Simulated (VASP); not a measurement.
# C in VASP: single point with LDA

Aim: the single point of C with LDA.

Program: VASP 6.6.1. These are calculated values, not measurements. Logs are shortened: lines on timing, memory, paths and dates and some standing lists are left out, and cuts for length are marked.

## (1) The cell of the first run

The cell holds a sheet with vacuum, 2 atoms: a = 2.400 Å, b = 2.400 Å, c = 16.000 Å, α = 90.00°, β = 90.00°, γ = 120.00°.

## (2) Single point, LDA

INCAR reads:

```
SYSTEM = C
ALGO = Normal
DIPOL = 0.5 0.5 0.500
EDIFF = 1E-7
ENCUT = 520
IDIPOL = 3
ISIF = 2
ISMEAR = 0
LASPH = .TRUE.
LCHARG = .FALSE.
LDIPOL = .TRUE.
LREAL = .FALSE.
LWAVE = .FALSE.
NBANDS = 11
NELM = 80
PREC = Accurate
SIGMA = 0.02
```

KPOINTS reads:

```
k-points
0
G
  36 36 1
  0 0 0
```

POSCAR reads:

```
C
1.0
    2.4000000000      0.0000000000      0.0000000000
   -1.2000000000      2.0784609691      0.0000000000
    0.0000000000      0.0000000000     16.0000000000
C
2
Direct
    0.0000000000      0.0000000000      0.5000000000
    0.3333333333      0.6666666667      0.5000000000
```

Potentials or basis: VASP PAW LDA potentials, release 64 (C).

Started as:

```console
cat potpaw_LDA.64/C/POTCAR > POTCAR
mpirun -np 1 vasp_std > vasp.out
```

OUTCAR:

```text
SYSTEM = C
   EDIFF = 1E-7
   ENCUT = 520
   ISIF = 2
   ISMEAR = 0
   LASPH = .TRUE.
   LREAL = .FALSE.
   NELM = 80
   PREC = Accurate

 ion  position               nearest neighbor table
   1  0.000  0.000  0.500-   2 1.39   2 1.39   2 1.39
   2  0.333  0.667  0.500-   1 1.39   1 1.39   1 1.39

  LATTYP: Found a hexagonal cell.
 ALAT       =     2.4000000000
 C/A-ratio  =     6.6666666667

  Lattice vectors:

 A1 = (   2.4000000000,   0.0000000000,   0.0000000000)
 A2 = (  -1.2000000000,   2.0784609691,   0.0000000000)
 A3 = (   0.0000000000,   0.0000000000,  16.0000000000)

Analysis of symmetry for initial positions (statically):
=====================================================================
 Subroutine PRICEL returns:
 Original cell was already a primitive cell.

 Routine SETGRP: Setting up the symmetry group for a
 hexagonal supercell.

 Subroutine GETGRP returns: Found 24 space group operations
 (whereof 12 operations were pure point group operations)
 out of a pool of 24 trial point group operations.

The static configuration has the point symmetry D_3h.
 The point group associated with its full space group is D_6h.

Analysis of symmetry for dynamics (positions and initial velocities):
=====================================================================
 Subroutine PRICEL returns:
 Original cell was already a primitive cell.

 Routine SETGRP: Setting up the symmetry group for a
 hexagonal supercell.

 Subroutine GETGRP returns: Found 24 space group operations
 (whereof 12 operations were pure point group operations)
 out of a pool of 24 trial point group operations.

The dynamic configuration has the point symmetry D_3h.
 The point group associated with its full space group is D_6h.

 Subroutine INISYM returns: Found 24 space group operations
 (whereof 12 operations are pure point group operations),
 and found     1 'primitive' translations

----------------------------------------------------------------------------------------

                                     Primitive cell

  volume of cell :      79.8129

  direct lattice vectors                    reciprocal lattice vectors
     2.400000000  0.000000000  0.000000000     0.416666667  0.240562612  0.000000000
    -1.200000000  2.078460969  0.000000000     0.000000000  0.481125224  0.000000000
     0.000000000  0.000000000 16.000000000     0.000000000  0.000000000  0.062500000

  length of vectors
     2.400000000  2.400000000 16.000000000     0.481125224  0.481125224  0.062500000

  position of ions in fractional coordinates (direct lattice)
     0.000000000  0.000000000  0.500000000
     0.333333333  0.666666667  0.500000000

  ion indices of the primitive-cell ions
   primitive index   ion index
                 1           1
                 2           2

----------------------------------------------------------------------------------------

 KPOINTS: k-points

Automatic generation of k-mesh.
 Grid dimensions read from file:
 generate k-points for:   36   36    1

 Generating k-lattice:

  Cartesian coordinates                     Fractional coordinates (reciprocal lattice)
     0.011574074  0.006682295  0.000000000     0.027777778 -0.000000000  0.000000000
     0.000000000  0.013364590  0.000000000     0.000000000  0.027777778  0.000000000
     0.000000000  0.000000000  0.062500000     0.000000000  0.000000000  1.000000000

  Length of vectors
     0.013364590  0.013364590  0.062500000

  Shift w.r.t. Gamma in fractional coordinates (k-lattice)
     0.000000000  0.000000000  0.000000000

 Subroutine IBZKPT returns following result:
 ===========================================

 Found    127 irreducible k-points:

 Following reciprocal coordinates:
            Coordinates               Weight
  0.000000  0.000000  0.000000      1.000000
  0.027778  0.000000  0.000000      6.000000
  0.055556  0.000000  0.000000      6.000000
  0.083333  0.000000  0.000000      6.000000
  0.111111  0.000000  0.000000      6.000000
  0.138889  0.000000  0.000000      6.000000
[... 16 lines left out ...]
  0.111111  0.027778  0.000000     12.000000
  0.138889  0.027778  0.000000     12.000000
 [... further k-points ...]
   k-points           NKPTS =    127   k-points in BZ     NKDIM =    127   number of bands    NBANDS=     11
   number of dos      NEDOS =    301   number of ions     NIONS =      2
   total plane-waves  NPLWV =  38880
   dimension x,y,z NGX =    18 NGY =   18 NGZ =  120
   dimension x,y,z NGXF=    36 NGYF=   36 NGZF=  240
   ions per type =               2
   NGX,Y,Z   is equivalent  to a cutoff of  12.47, 12.47, 12.47 a.u.
   NGXF,Y,Z  is equivalent  to a cutoff of  24.94, 24.94, 24.94 a.u.
 SYSTEM =  C
   PREC   = accura    normal or accurate (medium, high low for compatibility)
   ISTART =      0    job   : 0-new  1-cont  2-samecut
   ICHARG =      2    charge: 1-file 2-atom 10-const
   ISPIN  =      1    spin polarized calculation?
   LNONCOLLINEAR =      F non collinear calculations
   LSORBIT =      F    spin-orbit coupling
   LASPH  =      T    aspherical Exc in radial PAW
   ENCUT  =  520.0 eV  38.22 Ry    6.18 a.u.   4.46  4.46 29.75*2*pi/ulx,y,z
   NELM   =     80;   NELMIN=  2; NELMDL= -5     # of ELM steps
   EDIFF  = 0.1E-06   stopping-criterion for ELM
   LREAL  =      F    real-space projection
   EDIFFG = 0.1E-05   stopping-criterion for IOM
   NSW    =      0    number of steps for IOM
   IBRION =     -1    ionic relax: 0-MD 1-quasi-New 2-CG
   NFREE  =      0    steps in history (QN), initial steepest desc. (CG)
   ISIF   =      2    stress and relaxation
   ISYM   =      2    0-nonsym 1-usesym 2-fastsym
   POTIM  = 0.5000    time-step for ionic-motion
   TEBEG  =    0.0;   TEEND  =   0.0 temperature during run
   PSTRESS=    0.0 pullay stress
   NELECT =       8.0000    total number of electrons
   NUPDOWN=      -1.0000    fix difference up-down
   EMIN   =  10.00;   EMAX   =-10.00  energy-range for DOS
   EFERMI =   0.00;   METHOD = LEGACY
   ISMEAR =     0;   SIGMA  =   0.02  broadening in eV -4-tet -1-fermi 0-gaus
   EFERMI_NEDOS =   21; number of points for ismear=-14 and -15
   IALGO  =     38    algorithm
   IMIX   =      4    mixing-type and parameters
     AMIX     =   0.40;   BMIX     =  1.00
     AMIX_MAG =   1.60;   BMIX_MAG =  1.00
  volume/ion in A,a.u.               =      39.91       269.30
  Fermi-wavevector in a.u.,A,eV,Ry     =   0.760467  1.437075  7.868389  0.578310
  Thomas-Fermi vector in A             =   1.859491
   LORBIT       =      0    0 simple, 1 ext, 2 COOP (PROOUT), +10 PAW based schemes
   GGA     = CA    functional components
   LHFCALC =     F    Hartree Fock is set to
   AEXX    =    0.0000 exact exchange contribution
   IVDW    =     0    specifies the selected vdW correction
   LEPSILON=     F    determine dielectric tensor
   LRPA    =     F    only Hartree local field effects (RPA)
 non-spin polarized calculation
 Gauss-broadening in eV      SIGMA  =   0.02
  energy-cutoff  :      520.00
  volume of cell :       79.81
 maximum number of plane-waves:      2193
 NGX is ok and might be reduce to    18
   NGX =  9   NGY =  9   NGZ = 59

 dipolmoment           0.000000      0.000000      0.000000 electrons x Angstroem

 number of electron       8.0000002 magnetization

 dipolmoment           0.000000      0.000000     -0.000000 electrons x Angstroem

 Free energy of the ion-electron system (eV)
  ---------------------------------------------------
  ext. energy  EPLUGINS =         0.00000000
  ---------------------------------------------------
  free energy    TOTEN  =       -20.12113477 eV

  energy without entropy =      -20.12109994  energy(sigma->0) =      -20.12111736

 E-fermi :  -2.3360     XC(G=0):  -2.7784

 val. band max:       -2.3359819676   @ k =   0.3333   0.3333   0.0000
 cond. band min:      -2.3359819648   @ k =   0.3333   0.3333   0.0000
 fundamental gap:      0.0000000028
 Fermi energy:        -2.3359819661

 k-point     1 :       0.0000    0.0000    0.0000
  band No.  band energies     occupation
      1     -22.2899      2.00000
      2     -10.5388      2.00000
      3      -5.3355      2.00000
      4      -5.3354      2.00000
      5       0.8132      0.00000
      6       1.8567      0.00000
      7       2.3185      0.00000
      8       3.8926      0.00000
      9       4.5561      0.00000
     10       6.4709      0.00000
     11       6.4709      0.00000

 k-point     2 :       0.0278    0.0000    0.0000
  band No.  band energies     occupation
      1     -22.2709      2.00000
      2     -10.5155      2.00000
      3      -5.4116      2.00000
      4      -5.3790      2.00000
      5       0.8390      0.00000
      6       1.8830      0.00000
      7       2.3452      0.00000
      8       3.9189      0.00000
      9       4.5820      0.00000
     10       6.4834      0.00000
     11       6.5570      0.00000

 k-point     3 :       0.0556    0.0000    0.0000
  band No.  band energies     occupation
      1     -22.2140      2.00000
      2     -10.4456      2.00000
      3      -5.6349      2.00000
      4      -5.5055      2.00000
      5       0.9167      0.00000
      6       1.9621      0.00000
      7       2.4252      0.00000
      8       3.9978      0.00000
      9       4.6598      0.00000
     10       6.5162      0.00000
     11       6.8108      0.00000
[... 267 lines left out ...]
 k-point    23 :       0.1111    0.0278    0.0000
  band No.  band energies     occupation
      1     -21.8918      2.00000
      2     -10.0512      2.00000
      3      -6.7599      2.00000
      4      -6.1442      2.00000
      5       1.3571      0.00000
      6       2.4094      0.00000
      7       2.8789      0.00000
      8       4.4440      0.00000
      9       5.1011      0.00000
     10       6.6533      0.00000
     11       8.0921      0.00000

 k-point    24 :       0.1389    0.0278    0.0000
  band No.  band energies     occupation
      1     -21.7029      2.00000
      2      -9.8207      2.00000
      3      -7.3519      2.00000
      4      -6.4518      2.00000
      5       1.6163      0.00000
      6       2.6719      0.00000
      7       3.1457      0.00000
      8       4.7057      0.00000
      9       5.3599      0.00000
     10       6.6748      0.00000
     11       7.9771      0.00000

 [... further k-points ...]

------------------------ aborting loop because EDIFF is reached ----------------------------------------

 vacuum level on the upper side and lower side of the slab       (xc-potential included)        -0.094        -0.094

  FORCE on cell =-STRESS in cart. coord.  units (eV):
  Direction    XX          YY          ZZ          XY          YZ          ZX
  --------------------------------------------------------------------------------------
  -------------------------------------------------------------------------------------
  Total        2.8389689      2.8389689     -0.0152826     -0.0000000      0.0000000      0.0000000
  in kB       56.9899296     56.9899296     -0.3067860     -0.0000000      0.0000000      0.0000000
  external PRESSURE =      37.8910244 kB  Pullay stress =       0.0000000 kB

 VOLUME and BASIS-vectors are now :
 -----------------------------------------------------------------------------
  energy-cutoff  :      520.00
  volume of cell :       79.81
      direct lattice vectors                 reciprocal lattice vectors
     2.400000000  0.000000000  0.000000000     0.416666667  0.240562612  0.000000000
    -1.200000000  2.078460969  0.000000000     0.000000000  0.481125224  0.000000000
     0.000000000  0.000000000 16.000000000     0.000000000  0.000000000  0.062500000

 POSITION                                       TOTAL-FORCE (eV/Angst)
 -----------------------------------------------------------------------------------
      0.00000      0.00000      8.00000        -0.000000      0.000000      0.000000
     -0.00000      1.38564      8.00000         0.000000     -0.000000      0.000000
 -----------------------------------------------------------------------------------
    total drift:                                0.000000     -0.000000     -0.000000

  FREE ENERGIE OF THE ION-ELECTRON SYSTEM (eV)
  ---------------------------------------------------
  free  energy   TOTEN  =       -20.1211347688 eV

  energy  without entropy=      -20.1210999423  energy(sigma->0) =      -20.12111736

 vacuum level on the upper side and lower side of the slab         1.930         1.930
```

Run time: 2.5 min. Hardware: 1 thread of Intel Xeon 8259CL, shared host; peak memory 0.22 GiB.

What came out:

| Quantity | Value |
| --- | --- |
| Free energy | -20.1211 eV |
| Band gap on the k mesh | zero (filled and empty bands touch) |

Levels at points of the mesh, in eV from the Fermi level:
```
           k point  band 2  band 3  band 4  band 5  band 6  band 7
(0.00, 0.00, 0.00)   -8.20   -3.00   -3.00    3.15    4.19    4.65
(0.50, 0.00, 0.00)  -13.68   -6.63   -2.52    1.66    8.27   11.41
```
